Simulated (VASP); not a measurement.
Here is a VASP 6.6.1 calculation.

Contents of INCAR:

```
SYSTEM = B
ALGO = Normal
EDIFF = 1E-6
ENCUT = 520
GGA = PE
ISIF = 2
ISMEAR = 0
LASPH = .TRUE.
LCHARG = .FALSE.
LREAL = Auto
LWAVE = .FALSE.
NBANDS = 36
NELM = 100
PREC = Accurate
SIGMA = 0.1
```

The input KPOINTS:

```
k-points
0
G
  9 9 9
  0 0 0
```

File POSCAR:

```
B
1.0
    2.9042806536      1.6767872171      4.0036002661
   -2.9042806536      1.6767872171      4.0036002661
    0.0000000000     -3.3535744343      4.0036002661
B
15
Direct
    0.5000000000      0.5000000000      0.5000000000
    0.8068817249      0.3010391617      0.8068817249
    0.8068817249      0.8068817249      0.3010391617
    0.3010391617      0.8068817249      0.8068817249
    0.1931182751      0.6989608383      0.1931182751
    0.6989608383      0.1931182751      0.1931182751
    0.1931182751      0.1931182751      0.6989608383
    0.0059303119      0.3306366025      0.0059303119
    0.0059303119      0.0059303119      0.3306366025
    0.3306366025      0.0059303119      0.0059303119
    0.9940696881      0.6693633975      0.9940696881
    0.6693633975      0.9940696881      0.9940696881
    0.9940696881      0.9940696881      0.6693633975
    0.6345649754      0.6345649754      0.6345649754
    0.3654350246      0.3654350246      0.3654350246
```

Potentials or basis: VASP PAW PBE potentials, release 64 (B).

Command:

```console
$ cat potpaw_PBE.64/B/POTCAR > POTCAR
$ mpirun -np 1 vasp_std > vasp.out
```

(1) Estimate the largest force.

(2) Estimate the pressure.

Answers

(1) 0.017 eV/Å.

(2) 0.0 GPa.
